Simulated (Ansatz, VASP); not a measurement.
## TaC6N in VASP and in Ansatz

```xyz
8
Lattice="4.1708 0.0000 0.0000 0.0000 4.1708 0.0000 0.0000 0.0000 4.5706" Properties=species:S:1:pos:R:3 pbc="T T T"
Ta    0.0000    0.0000    2.2853
C     2.0854    0.0000    2.2853
C     0.0000    2.0854    2.2853
C     0.7434    3.4275    0.0000
C     3.4275    0.7434    0.0000
C     0.7434    0.7434    0.0000
C     3.4275    3.4275    0.0000
N     2.0854    2.0854    2.2853
```

Change from the starting cell: species swapped into the CaMg6Zr type (P4/mmm, No. 123).

Alike in both runs: functional PBE; k mesh 3 × 3 × 4; occupations gaussian, width 0.2 eV; no spin polarisation.

Ansatz relaxed the structure, and its values are those at the end. VASP's run is a single point on that final structure, the one shown.

```csv
,VASP,Ansatz
version,VASP 6.6.1,Ansatz 0.2.0
potentials or method,"VASP PAW PBE potentials, release 64 (Ta_pv, C, N), cutoff 520 eV","scalar-relativistic, plane waves, PAW"
valence electrons in the cell,40,42
```

Ansatz gave:

- gap on the k mesh at the Fermi level (eV): none
- pressure (GPa): 0.1
- rms of the force components (eV/Å): 0.008

Task: Which values does VASP return?

Result: gap on the k mesh at the Fermi level (eV): none; pressure (GPa): 0.6; rms of the force components (eV/Å): 0.051.

A gap of «none» marks a metal or a gap that the smearing closes. The functional is the same, so the differences come from potentials, cutoffs and numerics. VASP's potentials hold 40 valence electrons a cell and Ansatz's 42, so a difference there can come from the potentials and not from the codes.

The k mesh is coarse, so the values compare programs but aren't converged. Spin-orbit coupling is off throughout.
